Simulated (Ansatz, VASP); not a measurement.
One calculation of Pt, two programs

```
Pt
1.0
    -1.55148    1.55148    1.55148
     1.55148   -1.55148    1.55148
     1.55148    1.55148   -1.55148
Pt
1
Cartesian
  0.0000 0.0000 0.0000
```

Alike in both runs: task single point; functional LDA; k mesh 16 × 16 × 16; occupations fermi-dirac, width 0.1 eV; no spin polarisation.

```csv
,VASP,Ansatz
version,VASP 6.6.1,Ansatz 0.2.0
potentials or method,"VASP PAW LDA potentials, release 64 (Pt), cutoff 520 eV","plane waves (420 eV) with PAW, scalar-relativistic"
valence electrons in the cell,10,18
```

```csv
,VASP,Ansatz,Ansatz less VASP
pressure (GPa),0.8,0.0,-0.73
```

Ansatz warns that its potentials were made for another functional, while VASP's fit it. LDA's correlation is that of Perdew and Zunger in VASP and of Perdew and Wang (1992) in Ansatz. VASP's potentials hold 10 valence electrons a cell and Ansatz's 18, so a difference there can come from the potentials and not from the codes.

Spin-orbit coupling is off throughout.
